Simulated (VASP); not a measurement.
A run of VASP 6.6.1 is set up as follows.

Contents of INCAR:

```
PREC = Accurate
ENCUT = 520
EDIFF = 1E-7
ISMEAR = 0
SIGMA = 0.15
LREAL = F
LASPH = T
NELM = 60
ALGO = Normal
ISIF = 2
LWAVE = F
LCHARG = F
NBANDS = 15
```

The input KPOINTS:

```
regular mesh
0
Gamma
  18 18 18
```

POSCAR

```
TiC
1.0
    0.0000000000      2.1640000000      2.1640000000
    2.1640000000      0.0000000000      2.1640000000
    2.1640000000      2.1640000000      0.0000000000
Ti C
1 1
Direct
    0.0231053604      0.0231053604     -0.0231053604
    0.5000000000      0.5000000000      0.5000000000
```

Potentials or basis: VASP PAW LDA potentials, release 64 (Ti_sv, C).

Command:

```bash
$ cat potpaw_LDA.64/Ti_sv/POTCAR potpaw_LDA.64/C/POTCAR > POTCAR
$ mpirun -np 1 vasp_std > vasp.out
```

(1) Predict the largest force.

(2) Estimate the band gap on the k mesh.

(3) Estimate the pressure.

Results:

(1) 0.880 eV/Å.

(2) zero (band 8 reaches 9.89 eV, above the bottom of band 9 at 8.81 eV).

(3) -10.2 GPa.

Caveat: the cell differs from its parent crystal (all Ti atoms moved -0.100 Å, as atom 1 towards its neighbour atom 2 (C) at 2.164 Å).
